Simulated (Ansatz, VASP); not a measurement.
## FeSi: VASP beside Ansatz

```
Fe Si
1.0
     4.44762    0.00000    0.00000
     0.00000    4.44762    0.00000
     0.00000    0.00000    4.44762
Fe Si
4 4
Direct
  0.13612 0.13612 0.13612
  0.36388 0.86388 0.63612
  0.63612 0.36388 0.86388
  0.86388 0.63612 0.36388
  0.84085 0.84085 0.84085
  0.65915 0.15915 0.34085
  0.34085 0.65915 0.15915
  0.15915 0.34085 0.65915
```

Alike in both runs: functional PBE; k mesh 8 × 8 × 8; occupations gaussian, width 0.01 eV; no spin polarisation.

Ansatz relaxed the structure, and its values are those at the end. VASP's run is a single point on that final structure, the one shown.

|  | VASP | Ansatz |
| --- | --- | --- |
| version | VASP 6.6.1 | Ansatz 0.2.0 |
| potentials or method | VASP PAW PBE potentials, release 64 (Fe, Si) | scalar-relativistic, plane waves, norm-conserving pseudopotentials |
| plane-wave cutoff (eV) | 520 | 1225 |
| valence electrons in the cell | 48 | 80 |

|  | VASP | Ansatz | Ansatz less VASP |
| --- | --- | --- | --- |
| gap on the k mesh at the Fermi level (eV) | 0.16 | 0.14 | -0.021 |
| least direct gap on the mesh (eV) | 0.17 | 0.16 | -0.011 |
| pressure (GPa) | 0.2 | 0.0 | -0.20 |
| rms of the force components (eV/Å) | 0.012 | 0.000 | -0.0117 |

VASP's potentials hold 48 valence electrons a cell and Ansatz's 80, so a difference there can come from the potentials and not from the codes.
